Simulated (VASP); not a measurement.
The system is CsRe.

```
CELL_PARAMETERS angstrom
0.00000 3.17368 3.17368
3.17368 0.00000 3.17368
3.17368 3.17368 0.00000
ATOMIC_POSITIONS crystal
Cs 0.75000 0.75000 0.75000
Re 0.00000 0.00000 0.00000
```

```yaml
Program: VASP 6.6.1
Task: relaxation of cell and atoms
Functional: PBE
Potentials_or_basis: VASP PAW PBE potentials, release 64 (Cs_sv, Re)
Cutoff: 600 eV
k_mesh: 16 × 16 × 16
Occupations: gaussian, width 0.1 eV
Spin: no spin polarisation
```

At the start: pressure 1.1 GPa; volume 31.97 Å³/atom.

How do energy, volume and symmetry change on relaxing?

Over 4 steps the energy falls by 5.9 meV/atom and the volume is 33.93 Å³/atom (+6.1 %); space group F-43m (No. 216, to 0.05 Å).

Step by step:
| step | energy change (eV) | largest force (eV/Å) | pressure (GPa) | volume (Å³) |
| --- | --- | --- | --- | --- |
| 1 | 0.0000 | 0.0000 | 1.10 | 63.93 |
| 2 | -0.0095 | 0.0000 | 0.44 | 65.98 |
| 3 | -0.0115 | 0.0000 | -0.14 | 68.49 |
| 4 | -0.0118 | 0.0000 | -0.02 | 67.86 |

Final structure:
```
Cs Re
1.0
     0.00000    3.23739    3.23739
     3.23739    0.00000    3.23739
     3.23739    3.23739    0.00000
Cs Re
1 1
Direct
  0.75000 0.75000 0.75000
  0.00000 0.00000 0.00000
```
